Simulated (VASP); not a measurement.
# MgO (Ama2) in VASP: further runs

Runs on MgO. Level: PBE. Tasks: single point.

Everything below comes from runs of VASP 6.6.1. Logs are shortened: lines on timing, memory, paths and dates and some standing lists are left out, and cuts for length are marked.

## (1) The cell of the first run

It takes space group Ama2 (No. 40, orthorhombic). The conventional cell has a = 4.239 Å, b = 6.099 Å, c = 3.521 Å, α = 90.00°, β = 90.00°, γ = 90.00°. Mg (site symmetry m) has 5 O at 1.99 to 2.12 Å within 2.6 Å. Within 2.6 Å of O (site symmetry m) lie 5 Mg at 1.99 to 2.12 Å.

## (2) Single point, PBE (mode 8 frozen in at -0.030 Å, strain +e along z and -e/2 along x and y +0.0000)

File INCAR:

```
ALGO = Normal
EDIFF = 1E-7
ENCUT = 520
GGA = PE
ISIF = 2
ISMEAR = 0
LASPH = True
LCHARG = False
LREAL = False
LWAVE = False
NBANDS = 16
NELM = 60
PREC = Accurate
SIGMA = 0.05
```

File KPOINTS:

```
k-points
0
Gamma
  9 9 6
```

File POSCAR:

```
MgO
1.0
    3.5213164919      0.0000000000      0.0000000000
   -1.7606582460      3.0495495368      0.0000000000
    0.0000000000      0.0000000000      4.2393824272
Mg O
2 2
Direct
    0.6722747364      0.3333333333      0.7500000000
    0.3389414031      0.6666666667      0.2500000000
    0.6581471257      0.3333333333      0.2500000000
    0.3248137924      0.6666666667      0.7500000000
```

Potentials or basis: VASP PAW PBE potentials, release 64 (Mg, O).

Run with:

```
cat potpaw_PBE.64/Mg/POTCAR potpaw_PBE.64/O/POTCAR > POTCAR
mpirun -np 1 vasp_std > vasp.out
```

OUTCAR:

```text
EDIFF = 1E-7
   ENCUT = 520
   GGA = PE
   ISIF = 2
   ISMEAR = 0
   LASPH = True
   LREAL = False
   NELM = 60
   PREC = Accurate

 ion  position               nearest neighbor table
   1  0.672  0.333  0.750-   4 1.99   4 2.03   4 2.08   3 2.12   3 2.12   2 2.94   2 2.94   2 2.94
                             2 2.94   2 2.94   2 2.94
   2  0.339  0.667  0.250-   3 1.99   3 2.03   3 2.08   4 2.12   4 2.12   1 2.94   1 2.94   1 2.94
                             1 2.94   1 2.94   1 2.94
   3  0.658  0.333  0.250-   2 1.99   2 2.03   2 2.08   1 2.12   1 2.12
   4  0.325  0.667  0.750-   1 1.99   1 2.03   1 2.08   2 2.12   2 2.12

  LATTYP: Found a hexagonal cell.
 ALAT       =     3.5213164919
 C/A-ratio  =     1.2039197377

  Lattice vectors:

 A1 = (   3.5213164919,   0.0000000000,   0.0000000000)
 A2 = (  -1.7606582460,   3.0495495368,   0.0000000000)
 A3 = (   0.0000000000,   0.0000000000,   4.2393824272)

Analysis of symmetry for initial positions (statically):
=====================================================================
 Subroutine PRICEL returns:
 Original cell was already a primitive cell.

 Routine SETGRP: Setting up the symmetry group for a
 hexagonal supercell.

 Subroutine GETGRP returns: Found  4 space group operations
 (whereof  2 operations were pure point group operations)
 out of a pool of 24 trial point group operations.

The static configuration has the point symmetry C_2 .
 The point group associated with its full space group is C_2v.

Analysis of symmetry for dynamics (positions and initial velocities):
=====================================================================
 Subroutine PRICEL returns:
 Original cell was already a primitive cell.

 Routine SETGRP: Setting up the symmetry group for a
 hexagonal supercell.

 Subroutine GETGRP returns: Found  4 space group operations
 (whereof  2 operations were pure point group operations)
 out of a pool of 24 trial point group operations.

The dynamic configuration has the point symmetry C_2 .
 The point group associated with its full space group is C_2v.

 Subroutine INISYM returns: Found  4 space group operations
 (whereof  2 operations are pure point group operations),
 and found     1 'primitive' translations

----------------------------------------------------------------------------------------

                                     Primitive cell

  volume of cell :      45.5243

  direct lattice vectors                    reciprocal lattice vectors
     3.521316492  0.000000000  0.000000000     0.283984698  0.163958642  0.000000000
    -1.760658246  3.049549537  0.000000000     0.000000000  0.327917283  0.000000000
     0.000000000  0.000000000  4.239382427     0.000000000  0.000000000  0.235883414

  length of vectors
     3.521316492  3.521316492  4.239382427     0.327917284  0.327917283  0.235883414

  position of ions in fractional coordinates (direct lattice)
     0.672274736  0.333333333  0.750000000
     0.338941403  0.666666667  0.250000000
     0.658147126  0.333333333  0.250000000
     0.324813792  0.666666667  0.750000000

  ion indices of the primitive-cell ions
   primitive index   ion index
                 1           1
                 2           2
                 3           3
                 4           4

----------------------------------------------------------------------------------------

 KPOINTS: k-points

Automatic generation of k-mesh.
 Grid dimensions read from file:
 generate k-points for:    9    9    6

 Generating k-lattice:

  Cartesian coordinates                     Fractional coordinates (reciprocal lattice)
     0.031553855  0.018217627  0.000000000     0.111111111  0.000000000  0.000000000
     0.000000000  0.036435254  0.000000000     0.000000000  0.111111111  0.000000000
     0.000000000  0.000000000  0.039313902     0.000000000  0.000000000  0.166666667

  Length of vectors
     0.036435254  0.036435254  0.039313902

  Shift w.r.t. Gamma in fractional coordinates (k-lattice)
     0.000000000  0.000000000  0.000000000

 Subroutine IBZKPT returns following result:
 ===========================================

 Found    100 irreducible k-points:

 Following reciprocal coordinates:
            Coordinates               Weight
  0.000000  0.000000  0.000000      1.000000
  0.111111  0.000000  0.000000      4.000000
  0.000000  0.111111  0.000000      2.000000
  0.222222 -0.000000  0.000000      4.000000
  0.000000  0.222222  0.000000      2.000000
  0.333333  0.000000  0.000000      4.000000
[... 16 lines left out ...]
 -0.222222 -0.444444  0.000000      4.000000
  0.444444  0.333333  0.000000      4.000000
 [... further k-points ...]
   k-points           NKPTS =    100   k-points in BZ     NKDIM =    100   number of bands    NBANDS=     16
   number of dos      NEDOS =    301   number of ions     NIONS =      4
   total plane-waves  NPLWV =  25088
   dimension x,y,z NGX =    28 NGY =   28 NGZ =   32
   dimension x,y,z NGXF=    56 NGYF=   56 NGZF=   64
   ions per type =               2   2
   NGX,Y,Z   is equivalent  to a cutoff of  13.22, 13.22, 12.55 a.u.
   NGXF,Y,Z  is equivalent  to a cutoff of  26.44, 26.44, 25.10 a.u.
 SYSTEM =  unknown system
   PREC   = accura    normal or accurate (medium, high low for compatibility)
   ISTART =      0    job   : 0-new  1-cont  2-samecut
   ICHARG =      2    charge: 1-file 2-atom 10-const
   ISPIN  =      1    spin polarized calculation?
   LNONCOLLINEAR =      F non collinear calculations
   LSORBIT =      F    spin-orbit coupling
   LASPH  =      T    aspherical Exc in radial PAW
   ENCUT  =  520.0 eV  38.22 Ry    6.18 a.u.   6.55  6.55  7.88*2*pi/ulx,y,z
   NELM   =     60;   NELMIN=  2; NELMDL= -5     # of ELM steps
   EDIFF  = 0.1E-06   stopping-criterion for ELM
   LREAL  =      F    real-space projection
   EDIFFG = 0.1E-05   stopping-criterion for IOM
   NSW    =      0    number of steps for IOM
   IBRION =     -1    ionic relax: 0-MD 1-quasi-New 2-CG
   NFREE  =      0    steps in history (QN), initial steepest desc. (CG)
   ISIF   =      2    stress and relaxation
   ISYM   =      2    0-nonsym 1-usesym 2-fastsym
   POTIM  = 0.5000    time-step for ionic-motion
   TEBEG  =    0.0;   TEEND  =   0.0 temperature during run
   PSTRESS=    0.0 pullay stress
   NELECT =      16.0000    total number of electrons
   NUPDOWN=      -1.0000    fix difference up-down
   EMIN   =  10.00;   EMAX   =-10.00  energy-range for DOS
   EFERMI =   0.00;   METHOD = LEGACY
   ISMEAR =     0;   SIGMA  =   0.05  broadening in eV -4-tet -1-fermi 0-gaus
   EFERMI_NEDOS =   21; number of points for ismear=-14 and -15
   IALGO  =     38    algorithm
   IMIX   =      4    mixing-type and parameters
     AMIX     =   0.40;   BMIX     =  1.00
     AMIX_MAG =   1.60;   BMIX_MAG =  1.00
  volume/ion in A,a.u.               =      11.38        76.80
  Fermi-wavevector in a.u.,A,eV,Ry     =   1.155315  2.183229 18.160411  1.334753
  Thomas-Fermi vector in A             =   2.291944
   LORBIT       =      0    0 simple, 1 ext, 2 COOP (PROOUT), +10 PAW based schemes
   GGA     = PE    functional components
   LHFCALC =     F    Hartree Fock is set to
   AEXX    =    0.0000 exact exchange contribution
   IVDW    =     0    specifies the selected vdW correction
   LEPSILON=     F    determine dielectric tensor
   LRPA    =     F    only Hartree local field effects (RPA)
 non-spin polarized calculation
 Gauss-broadening in eV      SIGMA  =   0.05
  energy-cutoff  :      520.00
  volume of cell :       45.52
 maximum number of plane-waves:      1252
 NGX is ok and might be reduce to    28
   NGX = 13   NGY = 13   NGZ = 15

 number of electron      15.9999997 magnetization

 Free energy of the ion-electron system (eV)
  ---------------------------------------------------
  ext. energy  EPLUGINS =         0.00000000
  ---------------------------------------------------
  free energy    TOTEN  =       -23.65498703 eV

  energy without entropy =      -23.65498703  energy(sigma->0) =      -23.65498703

 E-fermi :   2.0317     XC(G=0):  -9.9232

 val. band max:        1.7898937533   @ k =   0.0000   0.0000   0.0000
 cond. band min:       5.0452094936   @ k =   0.0000   0.0000   0.0000
 fundamental gap:      3.2553157403
 Fermi energy:         2.0317308561

 k-point     1 :       0.0000    0.0000    0.0000
  band No.  band energies     occupation
      1     -15.0025      2.00000
      2     -13.6978      2.00000
      3      -1.7428      2.00000
      4       0.1185      2.00000
      5       0.1205      2.00000
      6       1.0199      2.00000
[... 8 lines left out ...]
     15      17.1092      0.00000
     16      17.2273      0.00000

 k-point     2 :       0.1111    0.0000    0.0000
  band No.  band energies     occupation
      1     -14.9453      2.00000
      2     -13.7071      2.00000
      3      -1.6485      2.00000
      4      -0.0724      2.00000
      5       0.0282      2.00000
      6       0.7207      2.00000
[... 8 lines left out ...]
     15      16.6374      0.00000
     16      16.7215      0.00000

 k-point     3 :       0.0000    0.1111    0.0000
  band No.  band energies     occupation
      1     -14.9453      2.00000
      2     -13.7071      2.00000
      3      -1.6485      2.00000
      4      -0.0783      2.00000
      5       0.0345      2.00000
      6       0.7204      2.00000
[... 8 lines left out ...]
     15      16.6187      0.00000
     16      16.7451      0.00000

 k-point     4 :       0.2222   -0.0000    0.0000
  band No.  band energies     occupation
      1     -14.7879      2.00000
      2     -13.7425      2.00000
      3      -1.3785      2.00000
      4      -0.6303      2.00000
      5      -0.1672      2.00000
      6       0.2936      2.00000
[... 8 lines left out ...]
     15      15.7371      0.00000
     16      16.1989      0.00000
[... 324 lines left out ...]
 k-point    22 :       0.3333    0.2222    0.0000
  band No.  band energies     occupation
      1     -14.2741      2.00000
      2     -13.9799      2.00000
      3      -1.6511      2.00000
      4      -0.5173      2.00000
      5      -0.3474      2.00000
      6      -0.1329      2.00000
[... 8 lines left out ...]
     15      15.8922      0.00000
     16      16.4434      0.00000

 k-point    23 :      -0.2222   -0.4444    0.0000
  band No.  band energies     occupation
      1     -14.2740      2.00000
      2     -13.9798      2.00000
      3      -1.6521      2.00000
      4      -0.5158      2.00000
      5      -0.3474      2.00000
      6      -0.1330      2.00000
[... 8 lines left out ...]
     15      15.8892      0.00000
     16      16.4408      0.00000

 k-point    24 :       0.4444    0.3333    0.0000
  band No.  band energies     occupation
      1     -14.2741      2.00000
      2     -13.9800      2.00000
      3      -1.6506      2.00000
      4      -0.5176      2.00000
      5      -0.3475      2.00000
      6      -0.1333      2.00000
[... 8 lines left out ...]
     15      15.8915      0.00000
     16      16.4434      0.00000

 [... further k-points ...]
[... 5 lines left out ...]
  --------------------------------------------------------------------------------------
  -------------------------------------------------------------------------------------
  Total       -0.0274369     -0.0975726     -0.2083886      0.0000000      0.0000000      0.0000000
  in kB       -0.9656127     -3.4339598     -7.3340057      0.0000000      0.0000000      0.0000000
  external PRESSURE =      -3.9111927 kB  Pullay stress =       0.0000000 kB

 VOLUME and BASIS-vectors are now :
 -----------------------------------------------------------------------------
  energy-cutoff  :      520.00
  volume of cell :       45.52
      direct lattice vectors                 reciprocal lattice vectors
     3.521316492  0.000000000  0.000000000     0.283984698  0.163958642  0.000000000
    -1.760658246  3.049549537  0.000000000     0.000000000  0.327917283  0.000000000
     0.000000000  0.000000000  4.239382427     0.000000000  0.000000000  0.235883414

 POSITION                                       TOTAL-FORCE (eV/Angst)
 -----------------------------------------------------------------------------------
      1.78041      1.01652      3.17954        -0.407103     -0.033804      0.000000
      0.01975      2.03303      1.05985        -0.407103      0.033804     -0.000000
      1.73066      1.01652      1.05985         0.407103     -0.034029     -0.000000
     -0.03000      2.03303      3.17954         0.407103      0.034029      0.000000
 -----------------------------------------------------------------------------------
    total drift:                                0.000021     -0.000001     -0.000000

  FREE ENERGIE OF THE ION-ELECTRON SYSTEM (eV)
  ---------------------------------------------------
  free  energy   TOTEN  =       -23.6549870341 eV

  energy  without entropy=      -23.6549870341  energy(sigma->0) =      -23.65498703
```

It took 24 s on 1 thread of AMD EPYC 9R45 (Zen 5), shared host; peak memory 0.18 GiB.

What came out:

```
Free energy            : -23.6550 eV
Pressure               : -0.4 GPa
Largest force          : 0.409 eV/Å
Band gap on the k mesh : 3.26 eV, direct
```

Forces in eV/Å, atoms in the order of the input:
```
Mg  -0.407 -0.034  0.000
Mg  -0.407  0.034  0.000
O    0.407 -0.034  0.000
O    0.407  0.034  0.000
```

Caveat: the cell differs from its parent crystal (mode 8 frozen in at -0.030 Å, strain +e along z and -e/2 along x and y +0.0000).

[end of part 1 of 2]
